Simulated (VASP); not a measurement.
# NbP (I4_1md) in VASP: further runs, part 2 of 2

VASP 6.6.1. Earlier steps stand in the parts before.

### Step 4. Single point, LDA

This run uses another cell than the first one, of 15.14 Å³/atom.

Input file INCAR:

```
SYSTEM = NbP
PREC = Accurate
ENCUT = 520
EDIFF = 1E-6
ISMEAR = -1
SIGMA = 0.05
LREAL = .FALSE.
LASPH = .TRUE.
NELM = 100
ALGO = Normal
ISIF = 2
LWAVE = .FALSE.
LCHARG = .FALSE.
GGA = CA
NBANDS = 26
```

Input file KPOINTS:

```
regular mesh
0
G
  11 11 11
  0 0 0
```

Input file POSCAR:

```
NbP
1.0
   -1.6407315532      1.6407315532      5.6229302316
    1.6407315532     -1.6407315532      5.6229302316
    1.6407315532      1.6407315532     -5.6229302316
Nb P
2 2
Direct
    0.2498808000      0.7498808000      0.5000000000
    0.4998808000      0.4998808000      0.0000000000
    0.8327477700      0.3327477700      0.5000000000
    0.0827477700      0.0827477700      0.0000000000
```

Potentials or basis: VASP PAW LDA potentials, release 64 (Nb_sv, P).

On the command line:

```sh
cat potpaw_LDA.64/Nb_sv/POTCAR potpaw_LDA.64/P/POTCAR > POTCAR
mpirun -np 1 vasp_std > vasp.out
```

OUTCAR:

```text
SYSTEM = NbP
   PREC = Accurate
   ENCUT = 520
   EDIFF = 1E-6
   ISMEAR = -1
   LREAL = .FALSE.
   LASPH = .TRUE.
   NELM = 100
   ISIF = 2
   GGA = CA

 ion  position               nearest neighbor table
   1  0.250  0.750  0.500-   4 2.49   4 2.49   3 2.50   3 2.50   3 2.50   3 2.50
   2  0.500  0.500  0.000-   3 2.49   3 2.49   4 2.50   4 2.50   4 2.50   4 2.50
   3  0.833  0.333  0.500-   2 2.49   2 2.49   1 2.50   1 2.50   1 2.50   1 2.50
   4  0.083  0.083  0.000-   1 2.49   1 2.49   2 2.50   2 2.50   2 2.50   2 2.50

  LATTYP: Found a body centered tetragonal cell.
 ALAT       =     3.2814631064
 C/A-ratio  =     3.4270872774

  Lattice vectors:

 A1 = (  -1.6407315532,   1.6407315532,   5.6229302316)
 A2 = (   1.6407315532,  -1.6407315532,   5.6229302316)
 A3 = (   1.6407315532,   1.6407315532,  -5.6229302316)

Analysis of symmetry for initial positions (statically):
=====================================================================
 Subroutine PRICEL returns:
 Original cell was already a primitive cell.

 Routine SETGRP: Setting up the symmetry group for a
 body centered tetragonal supercell.

 Subroutine GETGRP returns: Found  8 space group operations
 (whereof  4 operations were pure point group operations)
 out of a pool of 16 trial point group operations.

The static configuration has the point symmetry C_2v.
 The point group associated with its full space group is C_4v.

Analysis of symmetry for dynamics (positions and initial velocities):
=====================================================================
 Subroutine PRICEL returns:
 Original cell was already a primitive cell.

 Routine SETGRP: Setting up the symmetry group for a
 body centered tetragonal supercell.

 Subroutine GETGRP returns: Found  8 space group operations
 (whereof  4 operations were pure point group operations)
 out of a pool of 16 trial point group operations.

The dynamic configuration has the point symmetry C_2v.
 The point group associated with its full space group is C_4v.

 Subroutine INISYM returns: Found  8 space group operations
 (whereof  4 operations are pure point group operations),
 and found     1 'primitive' translations

----------------------------------------------------------------------------------------

                                     Primitive cell

  volume of cell :      60.5477

  direct lattice vectors                    reciprocal lattice vectors
    -1.640731553  1.640731553  5.622930232     0.000000000  0.304742113  0.088921608
     1.640731553 -1.640731553  5.622930232     0.304742113  0.000000000  0.088921608
     1.640731553  1.640731553 -5.622930232     0.304742113  0.304742113  0.000000000

  length of vectors
     6.082873042  6.082873042  6.082873042     0.317450481  0.317450481  0.430970429

  position of ions in fractional coordinates (direct lattice)
     0.249880800  0.749880800  0.500000000
     0.499880800  0.499880800  0.000000000
     0.832747770  0.332747770  0.500000000
     0.082747770  0.082747770  0.000000000

  ion indices of the primitive-cell ions
   primitive index   ion index
                 1           1
                 2           2
                 3           3
                 4           4

----------------------------------------------------------------------------------------

[... 26 lines left out ...]
  0.000000  0.000000  0.000000      1.000000
  0.090909 -0.000000  0.000000      8.000000
  0.181818 -0.000000  0.000000      8.000000
  0.272727 -0.000000  0.000000      8.000000
  0.363636 -0.000000  0.000000      8.000000
  0.454545 -0.000000  0.000000      8.000000
[... 16 lines left out ...]
 -0.272727  0.181818  0.000000     16.000000
 -0.181818  0.181818  0.000000      4.000000
 [... further k-points ...]
   k-points           NKPTS =    126   k-points in BZ     NKDIM =    126   number of bands    NBANDS=     26
   number of dos      NEDOS =    301   number of ions     NIONS =      4
   total plane-waves  NPLWV = 110592
   dimension x,y,z NGX =    48 NGY =   48 NGZ =   48
   dimension x,y,z NGXF=    96 NGYF=   96 NGZF=   96
   ions per type =               2   2
   NGX,Y,Z   is equivalent  to a cutoff of  13.12, 13.12, 13.12 a.u.
   NGXF,Y,Z  is equivalent  to a cutoff of  26.24, 26.24, 26.24 a.u.
 SYSTEM =  NbP
   PREC   = accura    normal or accurate (medium, high low for compatibility)
   ISTART =      0    job   : 0-new  1-cont  2-samecut
   ICHARG =      2    charge: 1-file 2-atom 10-const
   ISPIN  =      1    spin polarized calculation?
   LNONCOLLINEAR =      F non collinear calculations
   LSORBIT =      F    spin-orbit coupling
   LASPH  =      T    aspherical Exc in radial PAW
   ENCUT  =  520.0 eV  38.22 Ry    6.18 a.u.  11.31 11.31 11.31*2*pi/ulx,y,z
   NELM   =    100;   NELMIN=  2; NELMDL= -5     # of ELM steps
   EDIFF  = 0.1E-05   stopping-criterion for ELM
   LREAL  =      F    real-space projection
   EDIFFG = 0.1E-04   stopping-criterion for IOM
   NSW    =      0    number of steps for IOM
   IBRION =     -1    ionic relax: 0-MD 1-quasi-New 2-CG
   NFREE  =      0    steps in history (QN), initial steepest desc. (CG)
   ISIF   =      2    stress and relaxation
   ISYM   =      2    0-nonsym 1-usesym 2-fastsym
   POTIM  = 0.5000    time-step for ionic-motion
   TEBEG  =    0.0;   TEEND  =   0.0 temperature during run
   PSTRESS=    0.0 pullay stress
   NELECT =      36.0000    total number of electrons
   NUPDOWN=      -1.0000    fix difference up-down
   EMIN   =  10.00;   EMAX   =-10.00  energy-range for DOS
   EFERMI =   0.00;   METHOD = LEGACY
   ISMEAR =    -1;   SIGMA  =   0.05  broadening in eV -4-tet -1-fermi 0-gaus
   EFERMI_NEDOS =   21; number of points for ismear=-14 and -15
   IALGO  =     38    algorithm
   IMIX   =      4    mixing-type and parameters
     AMIX     =   0.40;   BMIX     =  1.00
     AMIX_MAG =   1.60;   BMIX_MAG =  1.00
  volume/ion in A,a.u.               =      15.14       102.15
  Fermi-wavevector in a.u.,A,eV,Ry     =   1.376606  2.601409 25.783651  1.895045
  Thomas-Fermi vector in A             =   2.501836
   LORBIT       =      0    0 simple, 1 ext, 2 COOP (PROOUT), +10 PAW based schemes
   GGA     = CA    functional components
   LHFCALC =     F    Hartree Fock is set to
   AEXX    =    0.0000 exact exchange contribution
   IVDW    =     0    specifies the selected vdW correction
   LEPSILON=     F    determine dielectric tensor
   LRPA    =     F    only Hartree local field effects (RPA)
 non-spin polarized calculation
  energy-cutoff  :      520.00
  volume of cell :       60.55
 maximum number of plane-waves:      1648
 NGX is ok and might be reduce to    48
   NGX = 23   NGY = 23   NGZ = 23

 number of electron      36.0000000 magnetization

 Free energy of the ion-electron system (eV)
  ---------------------------------------------------
  ext. energy  EPLUGINS =         0.00000000
  ---------------------------------------------------
  free energy    TOTEN  =       -39.02642088 eV

  energy without entropy =      -39.02093014  energy(sigma->0) =      -39.02367551

 E-fermi :  11.2538     XC(G=0): -12.4512

 val. band max:       11.2131981892   @ k =  -0.0909   0.4545   0.0909
 cond. band min:      11.2717556957   @ k =  -0.0909   0.4545   0.0909
 fundamental gap:      0.0585575065
 Fermi energy:        11.2538039224

 k-point     1 :       0.0000    0.0000    0.0000
  band No.  band energies     occupation
      1     -43.1919      2.00000
      2     -43.1409      2.00000
      3     -19.7242      2.00000
      4     -19.4410      2.00000
      5     -19.4410      2.00000
      6     -19.2778      2.00000
[... 685 lines left out ...]
     25      15.8157      0.00000
     26      17.0886      0.00000

 [... further k-points ...]

------------------------ aborting loop because EDIFF is reached ----------------------------------------

  FORCE on cell =-STRESS in cart. coord.  units (eV):
  Direction    XX          YY          ZZ          XY          YZ          ZX
  --------------------------------------------------------------------------------------
  -------------------------------------------------------------------------------------
  Total        1.2326727      1.2326727      0.5660650      0.0000000      0.0000000      0.0000000
  in kB       32.6182480     32.6182480     14.9788727      0.0000000      0.0000000      0.0000000
  external PRESSURE =      26.7384562 kB  Pullay stress =       0.0000000 kB

 VOLUME and BASIS-vectors are now :
 -----------------------------------------------------------------------------
  energy-cutoff  :      520.00
  volume of cell :       60.55
      direct lattice vectors                 reciprocal lattice vectors
    -1.640731553  1.640731553  5.622930232     0.000000000  0.304742113  0.088921608
     1.640731553 -1.640731553  5.622930232     0.304742113  0.000000000  0.088921608
     1.640731553  1.640731553 -5.622930232     0.304742113  0.304742113  0.000000000

 POSITION                                       TOTAL-FORCE (eV/Angst)
 -----------------------------------------------------------------------------------
      1.64073      0.00000      2.81012        -0.000000     -0.000000      0.038667
      0.00000      0.00000      5.62159         0.000000      0.000000      0.038667
      0.00000      1.64073      3.74203         0.000000     -0.000000     -0.038667
      0.00000      0.00000      0.93057        -0.000000      0.000000     -0.038667
 -----------------------------------------------------------------------------------
    total drift:                               -0.000000     -0.000000      0.000047

  FREE ENERGIE OF THE ION-ELECTRON SYSTEM (eV)
  ---------------------------------------------------
  free  energy   TOTEN  =       -39.0264208825 eV

  energy  without entropy=      -39.0209301357  energy(sigma->0) =      -39.02367551
```

Run time: 7.3 min. Hardware: 1 thread of Intel Xeon Platinum 8259CL at 2.50GHz (Skylake/Cascade Lake), shared host; peak memory 0.37 GiB.

Results:

| Item | Value |
| --- | --- |
| Free energy | -39.0264 eV |
| Pressure | 2.7 GPa |
| Largest force | 0.039 eV/Å |
| Band gap on the k mesh | zero (bands 18 and 19 overlap by 0.02 eV) |

Forces in eV/Å, atoms in the order of the input:
```
Nb   0.000  0.000  0.039
Nb   0.000  0.000  0.039
P    0.000  0.000 -0.039
P    0.000  0.000 -0.039
```

Stress tensor (GPa, compression positive):
```
3.26 0.00 0.00
0.00 3.26 0.00
0.00 0.00 1.50
```

### Step 5. The runs side by side

| level | potentials or basis | cell | gap on the mesh (eV) | pressure (GPa) | largest force (eV/Å) |
| --- | --- | --- | --- | --- | --- |
| r2SCAN | VASP PAW PBE potentials, release 64 (Nb_sv, P) | a = 6.251 Å, angles 148.7, 148.7, 44.8°, 4 atoms | none | -5.6 | 0.01 |
| r2SCAN | VASP PAW PBE potentials, release 64 (Nb_sv, P) | a = 6.291 Å, angles 148.7, 148.7, 44.8°, 4 atoms | none | -8.8 | 0.02 |
| LDA | VASP PAW LDA potentials, release 64 (Nb_sv, P) | a = 6.083 Å, angles 148.7, 148.7, 44.8°, 4 atoms | none | 2.7 | 0.04 |

Alike in all rows: task single point; no spin polarisation; k mesh 11 × 11 × 11; cutoff (eV) 520; smearing fermi-dirac 0.05 eV.

Caveats: the cell stands under tension (at least some runs); the PAW data sets were made with another functional, which shifts forces and pressure a little (at least some runs).

Total energies depend on the potentials used, so only differences within one code and one set of settings carry meaning.
